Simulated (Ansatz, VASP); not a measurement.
**SrVO3: VASP beside Ansatz**

The input INCAR:

```
SYSTEM = SrVO3
  PREC = Accurate
  ENCUT = 520
  EDIFF = 1E-6
  ISMEAR = 0
  SIGMA = 0.1
  LREAL = .False.
  LASPH = .True.
  NELM = 150
  ALGO = Normal
  ISIF = 2
  LWAVE = .False.
  LCHARG = .False.
  ISPIN = 2
  MAGMOM = 0 0.29 0 0 0
  LORBIT = 11
  LMAXMIX = 4
  GGA = PE
  NBANDS = 32
```

KPOINTS

```
Automatic mesh
0
Gamma
  10 10 10
  0 0 0
```

POSCAR

```
SrVO3
1.0
    3.7800876757      0.0000000000      0.0000000000
    0.0000000000      3.7800876757      0.0000000000
    0.0000000000      0.0000000000      3.7800876757
Sr V O
1 1 3
Direct
    0.5000000000      0.5000000000      0.5000000000
    0.0000000000      0.0000000000      0.0000000000
    0.5000000000      0.0000000000      0.0000000000
    0.0000000000      0.5000000000      0.0000000000
    0.0000000000      0.0000000000      0.5000000000
```

Input for Ansatz:

```yaml
crystal:
  lattice:
    - [3.7800876757, 0.0, 0.0]
    - [0.0, 3.7800876757, 0.0]
    - [0.0, 0.0, 3.7800876757]
  atoms:
    - { symbol: Sr, position: [0.5, 0.5, 0.5] }
    - { symbol: V, position: [0.0, 0.0, 0.0], spin: 0.29 }
    - { symbol: O, position: [0.5, 0.0, 0.0] }
    - { symbol: O, position: [0.0, 0.5, 0.0] }
    - { symbol: O, position: [0.0, 0.0, 0.5] }
basis:
  ecutwfc: 420
kpoints:
  mp_grid: { grid: [10, 10, 10] }
hamiltonian:
  xc: pbe
scf:
  occupations: { method: gaussian, width: 0.1 }
output:
  forces: true
  stress: true
  eigenvalues: true
  populations: true
magnetization:
  spin_polarized: true
```

Alike in both runs: task single point; functional PBE; k mesh 10 × 10 × 10; occupations gaussian, width 0.1 eV; collinear spin.

|  | VASP | Ansatz |
| --- | --- | --- |
| version | VASP 6.6.1 | Ansatz 0.2.0 |
| potentials or method | VASP PAW PBE potentials, release 64 (Sr_sv, V_sv, O), cutoff 520 eV | scalar-relativistic, plane waves, PAW |
| valence electrons in the cell | 41 | 41 |

```tsv
	VASP	Ansatz	Ansatz less VASP
gap on the k mesh at the Fermi level (eV)	none	none	-
pressure (GPa)	13.9	12.8	-1.11
net moment per atom (μB)	0.06	0.06	0.000
size of the moment on the site where the two differ most (μB)	0.27	0.21	-0.055
```

Site moments also hang on the region over which each program counts them. A gap of «none» marks a metal or a gap that the smearing closes.
